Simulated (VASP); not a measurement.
# MoS2 (P6_3/mmc) in VASP: a series of runs

The runs below take MoS2 through single point, relaxation of cell and atoms, with PBE.

Everything below comes from runs of VASP 6.6.1. Logs are shortened: lines on timing, memory, paths and dates and some standing lists are left out, and cuts for length are marked.

**1. The cell of the first run**

It takes space group P6_3/mmc (No. 194, hexagonal). Conventional cell: a = 3.185 Å, b = 3.185 Å, c = 14.808 Å, α = 90.00°, β = 90.00°, γ = 120.00°. Within 3.2 Å of Mo (site symmetry -6m2) lie 6 S at 2.41 Å and 6 Mo at 3.19 Å. S (site symmetry 3m) has 3 Mo at 2.41 Å and 7 S at 3.13 to 3.19 Å within 3.2 Å.

**2. Single point, PBE**

Input file INCAR:

```
SYSTEM = MoS2
PREC = Accurate ; ENCUT = 520
EDIFF = 1E-7 ; ISMEAR = 0
SIGMA = 0.02 ; LREAL = .FALSE.
LASPH = .TRUE. ; NELM = 80
ALGO = Normal ; ISIF = 2
LWAVE = .FALSE. ; LCHARG = .FALSE.
GGA = PE ; ISYM = 0
NBANDS = 35
```

Input file KPOINTS:

```
Automatic mesh
0
Gamma
  12 12 2
  0.5 0.5 0.5
```

Input file POSCAR:

```
MoS2
1.0
    3.1850687784      0.0000000000      0.0000000000
   -1.5925343892      2.7583504749      0.0000000000
    0.0000000000      0.0000000000     14.8080026258
Mo S
2 4
Direct
    0.6666666667      0.3333333333      0.2500000000
    0.3333333333      0.6666666667      0.7500000000
    0.6666666667      0.3333333333      0.6444804086
    0.3333333333      0.6666666667      0.3555195914
    0.6666666667      0.3333333333      0.8555195914
    0.3333333333      0.6666666667      0.1444804086
```

Potentials or basis: VASP PAW PBE potentials, release 64 (Mo_sv, S).

On the command line:

```console
> cat potpaw_PBE.64/Mo_sv/POTCAR potpaw_PBE.64/S/POTCAR > POTCAR
> mpirun -np 1 vasp_std > vasp.out
```

OUTCAR:

```text
SYSTEM = MoS2
   PREC = Accurate
   ENCUT = 520
   EDIFF = 1E-7
   ISMEAR = 0
   LREAL = .FALSE.
   LASPH = .TRUE.
   NELM = 80
   ISIF = 2
   GGA = PE
   ISYM = 0

 ion  position               nearest neighbor table
   1  0.667  0.333  0.250-   4 2.41   6 2.41   4 2.41   6 2.41   4 2.41   6 2.41
   2  0.333  0.667  0.750-   3 2.41   5 2.41   3 2.41   5 2.41   3 2.41   5 2.41
   3  0.667  0.333  0.644-   2 2.41   2 2.41   2 2.41
   4  0.333  0.667  0.356-   1 2.41   1 2.41   1 2.41
   5  0.667  0.333  0.856-   2 2.41   2 2.41   2 2.41
   6  0.333  0.667  0.144-   1 2.41   1 2.41   1 2.41

IMPORTANT INFORMATION: All symmetrisations will be switched off!
NOSYMM: (Re-)initialisation of all symmetry stuff for point group C_1.

----------------------------------------------------------------------------------------

                                     Primitive cell

  volume of cell :     130.0962

  direct lattice vectors                    reciprocal lattice vectors
     3.185068778  0.000000000  0.000000000     0.313964963  0.181267756  0.000000000
    -1.592534389  2.758350475  0.000000000     0.000000000  0.362535511  0.000000000
     0.000000000  0.000000000 14.808002626     0.000000000  0.000000000  0.067531052

  length of vectors
     3.185068778  3.185068778 14.808002626     0.362535511  0.362535511  0.067531052

  position of ions in fractional coordinates (direct lattice)
     0.666666667  0.333333333  0.250000000
     0.333333333  0.666666667  0.750000000
     0.666666667  0.333333333  0.644480409
     0.333333333  0.666666667  0.355519591
     0.666666667  0.333333333  0.855519591
     0.333333333  0.666666667  0.144480409

  ion indices of the primitive-cell ions
   primitive index   ion index
                 1           1
                 2           2
                 3           3
                 4           4
                 5           5
                 6           6

----------------------------------------------------------------------------------------

 KPOINTS: Automatic mesh

Automatic generation of k-mesh.
 Grid dimensions read from file:
 generate k-points for:   12   12    2

 Generating k-lattice:

  Cartesian coordinates                     Fractional coordinates (reciprocal lattice)
     0.026163747  0.015105646  0.000000000     0.083333333 -0.000000000  0.000000000
     0.000000000  0.030211293  0.000000000     0.000000000  0.083333333  0.000000000
     0.000000000  0.000000000  0.033765526     0.000000000  0.000000000  0.500000000

  Length of vectors
     0.030211293  0.030211293  0.033765526

  Shift w.r.t. Gamma in fractional coordinates (k-lattice)
     0.500000000  0.500000000  0.500000000

 Subroutine IBZKPT returns following result:
 ===========================================

 Found    432 irreducible k-points:

 Following reciprocal coordinates:
            Coordinates               Weight
  0.041667  0.041667  0.250000      2.000000
 -0.041667  0.083333  0.250000      2.000000
 -0.083333  0.041667  0.250000      2.000000
 -0.041667 -0.041667  0.250000      2.000000
  0.041667 -0.083333  0.250000      2.000000
  0.083333 -0.041667  0.250000      2.000000
[... 16 lines left out ...]
  0.041667 -0.250000  0.250000      2.000000
  0.250000 -0.208333  0.250000      2.000000
 [... further k-points ...]
   k-points           NKPTS =    432   k-points in BZ     NKDIM =    432   number of bands    NBANDS=     35
   number of dos      NEDOS =    301   number of ions     NIONS =      6
   total plane-waves  NPLWV =  64512
   dimension x,y,z NGX =    24 NGY =   24 NGZ =  112
   dimension x,y,z NGXF=    48 NGYF=   48 NGZF=  224
   ions per type =               2   4
   NGX,Y,Z   is equivalent  to a cutoff of  12.53, 12.53, 12.57 a.u.
   NGXF,Y,Z  is equivalent  to a cutoff of  25.05, 25.05, 25.15 a.u.
 SYSTEM =  MoS2
   PREC   = accura    normal or accurate (medium, high low for compatibility)
   ISTART =      0    job   : 0-new  1-cont  2-samecut
   ICHARG =      2    charge: 1-file 2-atom 10-const
   ISPIN  =      1    spin polarized calculation?
   LNONCOLLINEAR =      F non collinear calculations
   LSORBIT =      F    spin-orbit coupling
   LASPH  =      T    aspherical Exc in radial PAW
   ENCUT  =  520.0 eV  38.22 Ry    6.18 a.u.   5.92  5.92 27.53*2*pi/ulx,y,z
   NELM   =     80;   NELMIN=  2; NELMDL= -5     # of ELM steps
   EDIFF  = 0.1E-06   stopping-criterion for ELM
   LREAL  =      F    real-space projection
   EDIFFG = 0.1E-05   stopping-criterion for IOM
   NSW    =      0    number of steps for IOM
   IBRION =     -1    ionic relax: 0-MD 1-quasi-New 2-CG
   NFREE  =      0    steps in history (QN), initial steepest desc. (CG)
   ISIF   =      2    stress and relaxation
   ISYM   =      0    0-nonsym 1-usesym 2-fastsym
   POTIM  = 0.5000    time-step for ionic-motion
   TEBEG  =    0.0;   TEEND  =   0.0 temperature during run
   PSTRESS=    0.0 pullay stress
   NELECT =      52.0000    total number of electrons
   NUPDOWN=      -1.0000    fix difference up-down
   EMIN   =  10.00;   EMAX   =-10.00  energy-range for DOS
   EFERMI =   0.00;   METHOD = LEGACY
   ISMEAR =     0;   SIGMA  =   0.02  broadening in eV -4-tet -1-fermi 0-gaus
   EFERMI_NEDOS =   21; number of points for ismear=-14 and -15
   IALGO  =     38    algorithm
   IMIX   =      4    mixing-type and parameters
     AMIX     =   0.40;   BMIX     =  1.00
     AMIX_MAG =   1.60;   BMIX_MAG =  1.00
  volume/ion in A,a.u.               =      21.68       146.32
  Fermi-wavevector in a.u.,A,eV,Ry     =   1.205927  2.278872 19.786409  1.454260
  Thomas-Fermi vector in A             =   2.341609
   LORBIT       =      0    0 simple, 1 ext, 2 COOP (PROOUT), +10 PAW based schemes
   GGA     = PE    functional components
   LHFCALC =     F    Hartree Fock is set to
   AEXX    =    0.0000 exact exchange contribution
   IVDW    =     0    specifies the selected vdW correction
   LEPSILON=     F    determine dielectric tensor
   LRPA    =     F    only Hartree local field effects (RPA)
 non-spin polarized calculation
 Gauss-broadening in eV      SIGMA  =   0.02
  energy-cutoff  :      520.00
  volume of cell :      130.10
 maximum number of plane-waves:      3530
   NGX = 11   NGY = 11   NGZ = 55

 number of electron      51.9999999 magnetization

 Free energy of the ion-electron system (eV)
  ---------------------------------------------------
  ext. energy  EPLUGINS =         0.00000000
  ---------------------------------------------------
  free energy    TOTEN  =       -43.71548629 eV

  energy without entropy =      -43.71548629  energy(sigma->0) =      -43.71548629

 E-fermi :   4.8316     XC(G=0):  -9.4404

 val. band max:        4.7249903317   @ k =   0.0000  -0.0417   0.2500
 cond. band min:       6.3158744023   @ k =  -0.2917  -0.3333   0.2500
 fundamental gap:      1.5908840706
 Fermi energy:         4.8316185760

 k-point     1 :       0.0417    0.0417    0.2500
  band No.  band energies     occupation
      1     -56.2847      2.00000
      2     -56.2847      2.00000
      3     -30.4205      2.00000
      4     -30.4205      2.00000
      5     -30.2414      2.00000
      6     -30.2414      2.00000
[... 27 lines left out ...]
     34       7.5003      0.00000
     35      10.8014      0.00000

 k-point     2 :      -0.0417    0.0833    0.2500
  band No.  band energies     occupation
      1     -56.2847      2.00000
      2     -56.2847      2.00000
      3     -30.4205      2.00000
      4     -30.4205      2.00000
      5     -30.2414      2.00000
      6     -30.2414      2.00000
[... 27 lines left out ...]
     34       7.5003      0.00000
     35      10.8014      0.00000

 k-point     3 :      -0.0833    0.0417    0.2500
  band No.  band energies     occupation
      1     -56.2847      2.00000
      2     -56.2847      2.00000
      3     -30.4205      2.00000
      4     -30.4205      2.00000
      5     -30.2414      2.00000
      6     -30.2414      2.00000
[... 27 lines left out ...]
     34       7.5003      0.00000
     35      10.8015      0.00000

 k-point     4 :      -0.0417   -0.0417    0.2500
  band No.  band energies     occupation
      1     -56.2847      2.00000
      2     -56.2847      2.00000
      3     -30.4205      2.00000
      4     -30.4205      2.00000
      5     -30.2414      2.00000
      6     -30.2414      2.00000
[... 27 lines left out ...]
     34       7.5003      0.00000
     35      10.8014      0.00000

 k-point     5 :       0.0417   -0.0833    0.2500
  band No.  band energies     occupation
      1     -56.2847      2.00000
      2     -56.2847      2.00000
      3     -30.4205      2.00000
      4     -30.4205      2.00000
      5     -30.2414      2.00000
      6     -30.2414      2.00000
[... 638 lines left out ...]
 k-point    22 :      -0.2083   -0.0417    0.2500
  band No.  band energies     occupation
      1     -56.2702      2.00000
      2     -56.2702      2.00000
      3     -30.3915      2.00000
      4     -30.3915      2.00000
      5     -30.3864      2.00000
      6     -30.3864      2.00000
[... 27 lines left out ...]
     34       8.3221      0.00000
     35      11.7377      0.00000

 k-point    23 :       0.0417   -0.2500    0.2500
  band No.  band energies     occupation
      1     -56.2702      2.00000
      2     -56.2702      2.00000
      3     -30.3915      2.00000
      4     -30.3915      2.00000
      5     -30.3864      2.00000
      6     -30.3864      2.00000
[... 27 lines left out ...]
     34       8.3221      0.00000
     35      11.7377      0.00000

 k-point    24 :       0.2500   -0.2083    0.2500
  band No.  band energies     occupation
      1     -56.2702      2.00000
      2     -56.2702      2.00000
      3     -30.3915      2.00000
      4     -30.3915      2.00000
      5     -30.3864      2.00000
      6     -30.3864      2.00000
[... 27 lines left out ...]
     34       8.3221      0.00000
     35      11.7377      0.00000

 [... further k-points ...]

------------------------ aborting loop because EDIFF is reached ----------------------------------------

  FORCE on cell =-STRESS in cart. coord.  units (eV):
  Direction    XX          YY          ZZ          XY          YZ          ZX
  --------------------------------------------------------------------------------------
  -------------------------------------------------------------------------------------
  Total       -0.0718124     -0.0718094     -0.1066796      0.0000039      0.0000002     -0.0000002
  in kB       -0.8843931     -0.8843557     -1.3137941      0.0000475      0.0000020     -0.0000025
  external PRESSURE =      -1.0275143 kB  Pullay stress =       0.0000000 kB

 VOLUME and BASIS-vectors are now :
 -----------------------------------------------------------------------------
  energy-cutoff  :      520.00
  volume of cell :      130.10
      direct lattice vectors                 reciprocal lattice vectors
     3.185068778  0.000000000  0.000000000     0.313964963  0.181267756  0.000000000
    -1.592534389  2.758350475  0.000000000     0.000000000  0.362535511  0.000000000
     0.000000000  0.000000000 14.808002626     0.000000000  0.000000000  0.067531052

 POSITION                                       TOTAL-FORCE (eV/Angst)
 -----------------------------------------------------------------------------------
      1.59253      0.91945      3.70200        -0.000000     -0.000000      0.000000
     -0.00000      1.83890     11.10600         0.000000      0.000000     -0.000000
      1.59253      0.91945      9.54347        -0.000000      0.000000      0.010118
     -0.00000      1.83890      5.26454        -0.000000     -0.000000     -0.010086
      1.59253      0.91945     12.66854         0.000000      0.000000     -0.010118
     -0.00000      1.83890      2.13947        -0.000000     -0.000000      0.010087
 -----------------------------------------------------------------------------------
    total drift:                                0.000000      0.000000      0.000000

  FREE ENERGIE OF THE ION-ELECTRON SYSTEM (eV)
  ---------------------------------------------------
  free  energy   TOTEN  =       -43.7154862898 eV

  energy  without entropy=      -43.7154862898  energy(sigma->0) =      -43.71548629
```

Run time: 15 min. Hardware: 1 thread of Intel Xeon 6975P-C (Granite Rapids), shared host; peak memory 1.4 GiB.

What came out:

| Property | Result |
| --- | --- |
| Free energy | -43.7155 eV |
| Pressure | -0.1 GPa |
| Largest force | 0.010 eV/Å |
| Band gap on the k mesh | 1.59 eV (least direct gap 1.80 eV) |

Forces in eV/Å, atoms in the order of the input:
```
Mo   0.000  0.000  0.000
Mo   0.000  0.000  0.000
S    0.000  0.000  0.010
S    0.000  0.000 -0.010
S    0.000  0.000 -0.010
S    0.000  0.000  0.010
```

Levels at points of the mesh, in eV from the valence-band top:
| k point | band 24 | band 25 | band 26 | band 27 | band 28 | band 29 |
| --- | --- | --- | --- | --- | --- | --- |
| (0.04, 0.04, 0.25) | -1.25 | -0.28 | -0.04 | 2.50 | 2.51 | 2.63 |

Caveat: a shifted mesh leaves out Γ, where band edges can lie; this functional lacks dispersion, which binds the layers, so the pressure and a relaxed spacing across them are unreliable. A k mesh can miss the band edges.

**3. Single point, PBE (biaxial strain in the a-b plane: +6.0 %)**

Input file INCAR:

```
SYSTEM = MoS2
PREC     = Accurate       ! precision mode
ENCUT    = 520            ! plane-wave cutoff, eV
EDIFF    = 1E-7           ! SCF threshold, eV
ISMEAR   = 0              ! smearing method
SIGMA    = 0.02           ! smearing width, eV
LREAL    = .False.        ! projectors in reciprocal space
LASPH    = .True.         ! aspherical terms in the spheres
NELM     = 60             ! most SCF steps
ALGO     = Normal         ! electronic algorithm
ISIF     = 2              ! what is computed and relaxed
LWAVE    = .False.        ! write WAVECAR
LCHARG   = .False.        ! write CHGCAR
GGA      = PE             ! functional
NBANDS   = 35             ! bands
```

Input file KPOINTS:

```
Automatic mesh
0
Gamma
  12 12 2
  0 0 0
```

Input file POSCAR:

```
MoS2
1.0
    3.3761728943      0.0000000000      0.0000000000
   -1.6880864471      2.9238514940      0.0000000000
    0.0000000000      0.0000000000     14.2749164804
Mo S
2 4
Direct
    0.6666666667      0.3333333333      0.2500000000
    0.3333333333      0.6666666667      0.7500000000
    0.6666666667      0.3333333333      0.6445197080
    0.3333333333      0.6666666667      0.3554802920
    0.6666666667      0.3333333333      0.8554802920
    0.3333333333      0.6666666667      0.1445197080
```

Potentials or basis: VASP PAW PBE potentials, release 64 (Mo_sv, S).

On the command line:

```console
> cat potpaw_PBE.64/Mo_sv/POTCAR potpaw_PBE.64/S/POTCAR > POTCAR
> mpirun -np 1 vasp_std > vasp.out
```

OUTCAR:

```text
SYSTEM = MoS2
   PREC = Accurate
   ENCUT = 520
   EDIFF = 1E-7
   ISMEAR = 0
   LREAL = .False.
   LASPH = .True.
   NELM = 60
   ISIF = 2
   GGA = PE

 ion  position               nearest neighbor table
   1  0.667  0.333  0.250-   4 2.46   6 2.46   4 2.46   6 2.46   4 2.46   6 2.46
   2  0.333  0.667  0.750-   3 2.46   5 2.46   3 2.46   5 2.46   3 2.46   5 2.46
   3  0.667  0.333  0.645-   2 2.46   2 2.46   2 2.46
   4  0.333  0.667  0.355-   1 2.46   1 2.46   1 2.46
   5  0.667  0.333  0.855-   2 2.46   2 2.46   2 2.46
   6  0.333  0.667  0.145-   1 2.46   1 2.46   1 2.46

[... 1121 lines left out ...]
  -------------------------------------------------------------------------------------
  Total       -9.6881351     -9.6881351     -0.0932176     -0.0000000      0.0000000      0.0000000
  in kB     -110.1532221   -110.1532221     -1.0598753     -0.0000000      0.0000000      0.0000000
  external PRESSURE =     -73.7887732 kB  Pullay stress =       0.0000000 kB

 VOLUME and BASIS-vectors are now :
 -----------------------------------------------------------------------------
  energy-cutoff  :      520.00
  volume of cell :      140.91
      direct lattice vectors                 reciprocal lattice vectors
     3.376172894  0.000000000  0.000000000     0.296193362  0.171007317  0.000000000
    -1.688086447  2.923851494  0.000000000     0.000000000  0.342014634  0.000000000
     0.000000000  0.000000000 14.274916480     0.000000000  0.000000000  0.070052949

 POSITION                                       TOTAL-FORCE (eV/Angst)
 -----------------------------------------------------------------------------------
      1.68809      0.97462      3.56873        -0.000000      0.000000      0.000000
     -0.00000      1.94923     10.70619         0.000000     -0.000000      0.000000
      1.68809      0.97462      9.20047         0.000000      0.000000      0.006557
     -0.00000      1.94923      5.07445         0.000000     -0.000000     -0.006557
      1.68809      0.97462     12.21191        -0.000000     -0.000000     -0.006557
     -0.00000      1.94923      2.06301         0.000000     -0.000000      0.006557
 -----------------------------------------------------------------------------------
    total drift:                               -0.000000      0.000000     -0.000000

  FREE ENERGIE OF THE ION-ELECTRON SYSTEM (eV)
  ---------------------------------------------------
  free  energy   TOTEN  =       -43.1375153667 eV

  energy  without entropy=      -43.1375153667  energy(sigma->0) =      -43.13751537
```

stdout:

```text
POSCAR found type information on POSCAR MoS
 POSCAR found :  2 types and       6 ions
 scaLAPACK will be used
 LDA part: xc-table for (Slater+PW92), standard interpolation
 POSCAR, INCAR and KPOINTS ok, starting setup
 FFT: planning ... GRIDC
 FFT: planning ... GRID_SOFT
 FFT: planning ... GRID
 WAVECAR not read
 entering main loop
```

Run time: 2.5 min. Hardware: 1 thread of AMD EPYC 9R45 (Zen 5), shared host; peak memory 0.32 GiB.

Results:

```
Free energy            : -43.1375 eV
Pressure               : -7.4 GPa
Largest force          : 0.007 eV/Å
Band gap on the k mesh : 0.29 eV (least direct gap 1.14 eV)
```

Forces on the atoms (eV/Å):
```
Mo   0.000  0.000  0.000
Mo   0.000  0.000  0.000
S    0.000  0.000  0.007
S    0.000  0.000 -0.007
S    0.000  0.000 -0.007
S    0.000  0.000  0.007
```

Caveat: the cell differs from its parent crystal (biaxial strain in the a-b plane: +6.0 %); the cell stands under tension; this functional lacks dispersion, which binds the layers, so the pressure and a relaxed spacing across them are unreliable. A k mesh can miss the band edges.

[end of part 1 of 2]
